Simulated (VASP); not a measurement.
# Al in VASP: notebook, part 2 of 2

VASP 6.6.1.

## (4) Single point, LDA

The input, INCAR:

```
  PREC = Accurate
  ENCUT = 400
  EDIFF = 1E-6
  ISMEAR = -1
  SIGMA = 0.05
  LREAL = F
  LASPH = T
  NELM = 120
  ALGO = Normal
  ISIF = 2
  LWAVE = F
  LCHARG = F
  LDIPOL = T
  IDIPOL = 3
  DIPOL = 0.5 0.5 0.500
  EFIELD = -0.3
  NBANDS = 16
  GGA_COMPAT = F
  NELMDL = -8
```

The input, KPOINTS:

```
Automatic mesh
0
Gamma
  13 9 1
```

The input, POSCAR:

```
Al
1.0
    2.8168008949      0.0000000000      0.0000000000
    0.0000000000      3.9835580280      0.0000000000
    0.0000000000      0.0000000000     21.6336000000
Al
5
Direct
    0.0000000000      0.0000000000      0.3749259573
    0.5000000000      0.5000000000      0.4352217579
    0.0000000000      0.0000000000      0.4999999954
    0.5000000000      0.5000000000      0.5647782477
    0.0000000000      0.0000000000      0.6250740417
```

Potentials or basis: VASP PAW LDA potentials, release 64 (Al).

The run is started by

```sh
cat potpaw_LDA.64/Al/POTCAR > POTCAR
mpirun -np 1 vasp_std > vasp.out
```

OUTCAR:

```text
PREC = Accurate
   ENCUT = 400
   EDIFF = 1E-6
   ISMEAR = -1
   LREAL = F
   LASPH = T
   NELM = 120
   ISIF = 2
   NELMDL = -8

 ion  position               nearest neighbor table
   1  0.000  0.000  0.375-   3 2.71   2 2.77   2 2.77   2 2.77   2 2.77
   2  0.500  0.500  0.435-   1 2.77   1 2.77   1 2.77   1 2.77   4 2.80   3 2.81   3 2.81   3 2.81
                             3 2.81
   3  0.000  0.000  0.500-   1 2.71   5 2.71   2 2.81   2 2.81   2 2.81   2 2.81   4 2.81   4 2.81
                             4 2.81   4 2.81
   4  0.500  0.500  0.565-   5 2.77   5 2.77   5 2.77   5 2.77   2 2.80   3 2.81   3 2.81   3 2.81
                             3 2.81
   5  0.000  0.000  0.625-   3 2.71   4 2.77   4 2.77   4 2.77   4 2.77

  LATTYP: Found a simple orthorhombic cell.
 ALAT       =     2.8168008949
 B/A-ratio  =     1.4142135623
 C/A-ratio  =     7.6802020474

  Lattice vectors:

 A1 = (   2.8168008949,   0.0000000000,   0.0000000000)
 A2 = (   0.0000000000,   3.9835580280,   0.0000000000)
 A3 = (   0.0000000000,   0.0000000000,  21.6336000000)

Analysis of symmetry for initial positions (statically):
=====================================================================
 Subroutine PRICEL returns:
[... 629 lines left out ...]
      3      -6.5159      2.00000
      4      -4.9626      2.00000
      5      -4.7167      2.00000
      6      -2.1604      2.00000
[... 8 lines left out ...]
     15       5.2743      0.00000
     16       5.6137      0.00000

 [... further k-points ...]

------------------------ aborting loop because EDIFF is reached ----------------------------------------

 vacuum level on the upper side and lower side of the slab       (xc-potential included)         1.871        -1.979

  FORCE on cell =-STRESS in cart. coord.  units (eV):
  Direction    XX          YY          ZZ          XY          YZ          ZX
  --------------------------------------------------------------------------------------
  -------------------------------------------------------------------------------------
  Total       -1.1623396     -0.2061151      0.0020653      0.0000000      0.0000000      0.0000000
  in kB       -7.6716276     -1.3603929      0.0136316      0.0000000      0.0000000      0.0000000
  external PRESSURE =      -3.0061297 kB  Pullay stress =       0.0000000 kB

 VOLUME and BASIS-vectors are now :
 -----------------------------------------------------------------------------
  energy-cutoff  :      400.00
  volume of cell :      242.75
      direct lattice vectors                 reciprocal lattice vectors
     2.816800895  0.000000000  0.000000000     0.355012668  0.000000000  0.000000000
     0.000000000  3.983558028  0.000000000     0.000000000  0.251031865  0.000000000
     0.000000000  0.000000000 21.633600000     0.000000000  0.000000000  0.046224392

 POSITION                                       TOTAL-FORCE (eV/Angst)
 -----------------------------------------------------------------------------------
      0.00000      0.00000      8.11100         0.000000      0.000000     -0.006975
      1.40840      1.99178      9.41541         0.000000      0.000000     -0.000120
      0.00000      0.00000     10.81680         0.000000      0.000000     -0.003794
      1.40840      1.99178     12.21819         0.000000      0.000000      0.000144
      0.00000      0.00000     13.52260         0.000000      0.000000      0.010744
 -----------------------------------------------------------------------------------
    total drift:                               -0.000000     -0.000000     -0.000025

  FREE ENERGIE OF THE ION-ELECTRON SYSTEM (eV)
  ---------------------------------------------------
  free  energy   TOTEN  =       -19.3983520062 eV

  energy  without entropy=      -19.3862670288  energy(sigma->0) =      -19.39230952

 vacuum level on the upper side and lower side of the slab         5.948         2.213
```

stdout:

```text
POSCAR found type information on POSCAR Al
 POSCAR found :  1 types and       5 ions
 scaLAPACK will be used
 LDA part: xc-table for (Slater(with rela. corr.)+CA(PZ))
 , standard interpolation
 POSCAR, INCAR and KPOINTS ok, starting setup
 FFT: planning ... GRIDC
 FFT: planning ... GRID_SOFT
 FFT: planning ... GRID
 WAVECAR not read
 entering main loop
```

Wall time 81 s (1 thread of Intel Xeon 6975P-C (Granite Rapids), shared host); peak memory 0.23 GiB.

Results:

```
Free energy   : -19.3984 eV
Largest force : 0.011 eV/Å
```

Forces in eV/Å, atoms in the order of the input:
```
Al   0.000  0.000 -0.007
Al   0.000  0.000  0.000
Al   0.000  0.000 -0.004
Al   0.000  0.000  0.000
Al   0.000  0.000  0.011
```

## (5) Single point, LDA

The input, INCAR:

```
  PREC = Accurate
  ENCUT = 400
  EDIFF = 1E-6
  ISMEAR = -1
  SIGMA = 0.05
  LREAL = False
  LASPH = True
  NELM = 120
  ALGO = Normal
  ISIF = 2
  LWAVE = False
  LCHARG = False
  LDIPOL = True
  IDIPOL = 3
  DIPOL = 0.5 0.5 0.500
  GGA = CA
  EFIELD = -0.3
  NBANDS = 16
  GGA_COMPAT = False
  NELMDL = -8
```

KPOINTS is that of step 4.

POSCAR is that of step 4.

The run is started by

```sh
cat potpaw_LDA.64/Al/POTCAR > POTCAR
mpirun -np 1 vasp_std > vasp.out
```

Wall time 78 s (1 thread of Intel Xeon 6975P-C (Granite Rapids), shared host); peak memory 0.23 GiB.

It converged, with:

```yaml
Free_energy: -19.3984 eV
Largest_force: 0.011 eV/Å
```

Forces on the atoms (eV/Å):
```
Al   0.000  0.000 -0.007
Al   0.000  0.000  0.000
Al   0.000  0.000 -0.004
Al   0.000  0.000  0.000
Al   0.000  0.000  0.011
```

Levels at points of the mesh, in eV from the Fermi level:
```
           k point  band 3  band 4  band 5  band 6  band 7  band 8  band 9  band 10  band 11  band 12
(0.00, 0.00, 0.00)   -6.38   -3.45   -2.64   -1.14   -1.00   -0.72    0.66     1.78     2.10     3.10
```
